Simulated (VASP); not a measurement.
Write the native input for VASP 6.6.1 that does the following.

```yaml
Task: single point
Functional: r2SCAN
Potentials_or_basis: VASP PAW PBE potentials, release 64 (Si, C)
Cutoff: 520 eV
k_mesh: 12 × 12 × 2
Occupations: fermi-dirac, width 0.02 eV
Spin: no spin polarisation
Dipole_correction: no
Further_INCAR_settings: ALGO = Normal; EDIFF = 1e-06; NBANDS = 36
```

Crystal: SiC.

```
Si C
1.0
     3.07831    0.00000    0.00000
    -1.53916    2.66590    0.00000
     0.00000    0.00000   15.10822
Si C
6 6
Cartesian
  0.0000 1.7773 12.5848
  1.5392 0.8886 5.0307
  1.5392 0.8886 10.0696
  0.0000 1.7773 2.5155
  0.0000 0.0000 7.5498
  0.0000 0.0000 15.1039
  0.0000 0.0000 13.2102
  0.0000 0.0000 5.6561
  0.0000 1.7773 10.6967
  1.5392 0.8886 3.1426
  1.5392 0.8886 8.1816
  0.0000 1.7773 0.6275
```

One way to write it, as run:

POSCAR

```
SiC
1.0
    3.0783105055      0.0000000000      0.0000000000
   -1.5391552527      2.6658950985      0.0000000000
    0.0000000000      0.0000000000     15.1082189049
Si C
6 6
Direct
    0.3333333333      0.6666666667      0.8329803525
    0.6666666667      0.3333333333      0.3329803525
    0.6666666667      0.3333333333      0.6664987296
    0.3333333333      0.6666666667      0.1664987296
    0.0000000000      0.0000000000      0.4997152403
    0.0000000000      0.0000000000      0.9997152403
    0.0000000000      0.0000000000      0.8743698196
    0.0000000000      0.0000000000      0.3743698196
    0.3333333333      0.6666666667      0.7080026913
    0.6666666667      0.3333333333      0.2080026913
    0.6666666667      0.3333333333      0.5415341665
    0.3333333333      0.6666666667      0.0415341665
```

INCAR.step1

```
SYSTEM = SiC
PREC = Accurate
ENCUT = 520
ISMEAR = -1
SIGMA = 0.02
LREAL = .False.
LASPH = .True.
NELM = 80
NBANDS = 36
GGA = PE
ALGO = Normal
EDIFF = 1E-4
LWAVE = .True.
LCHARG = .False.
```

INCAR.step2

```
SYSTEM = SiC
PREC = Accurate
ENCUT = 520
EDIFF = 1E-6
ISMEAR = -1
SIGMA = 0.02
LREAL = .False.
LASPH = .True.
NELM = 80
ALGO = Normal
ISIF = 2
LWAVE = .False.
LCHARG = .False.
METAGGA = R2SCAN
LMIXTAU = .True.
NBANDS = 36
ISTART = 1
```

KPOINTS

```
Automatic mesh
0
Gamma
  12 12 2
  0 0 0
```

Potentials or basis: VASP PAW PBE potentials, release 64 (Si, C).

The run is started by

```console
$ cat potpaw_PBE.64/Si/POTCAR potpaw_PBE.64/C/POTCAR > POTCAR
$ cp INCAR.step1 INCAR
$ mpirun -np 1 vasp_std > vasp.out
$ cp INCAR.step2 INCAR
$ mpirun -np 1 vasp_std > vasp.out
```

It gave:

```json
{
  "Pressure": "-0.2 GPa",
  "Largest force": "0.003 eV/Å",
  "Band gap on the k mesh": "2.40 eV, indirect (least direct gap 3.56 eV)"
}
```

Caveat: the PAW data sets were made with another functional, which shifts forces and pressure a little.

It took 7.9 min on 1 thread of Intel(R) Xeon(R) Platinum 8488C (Sapphire Rapids) (shared host), peak memory 0.32 GiB.
